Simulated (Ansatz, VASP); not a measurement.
## One calculation of PtS2, two programs

```xyz
6
Lattice="3.5032 0.0000 0.0000 -1.7516 3.0339 0.0000 0.0000 0.0000 10.8729" Properties=species:S:1:pos:R:3 pbc="T T T"
Pt    0.0000    2.0226    7.6276
Pt    1.7516    1.0113    2.1912
S     0.0000    2.0226    0.8157
S     1.7516    1.0113    6.2521
S     0.0000    2.0226    3.5950
S     1.7516    1.0113    9.0314
```

Alike in both runs: functional PBE; k mesh 6 × 6 × 2; occupations gaussian, width 0.1 eV; no spin polarisation.

Ansatz relaxed the structure, and its values are those at the end. VASP's run is a single point on that final structure, the one shown.

```csv
,VASP,Ansatz
version,VASP 6.6.1,Ansatz 0.2.0
potentials or method,"VASP PAW PBE potentials, release 64 (Pt, S), cutoff 520 eV","scalar-relativistic, plane waves, PAW"
valence electrons in the cell,44,60
```

```csv
,VASP,Ansatz,Ansatz less VASP
gap on the k mesh at the Fermi level (eV),none,none,-
pressure (GPa),-0.2,0.2,+0.35
rms of the force components (eV/Å),0.024,0.016,-0.0084
```

A gap of «none» marks a metal or a gap that the smearing closes. VASP's potentials hold 44 valence electrons a cell and Ansatz's 60, so a difference there can come from the potentials and not from the codes.

Spin-orbit coupling is off throughout.
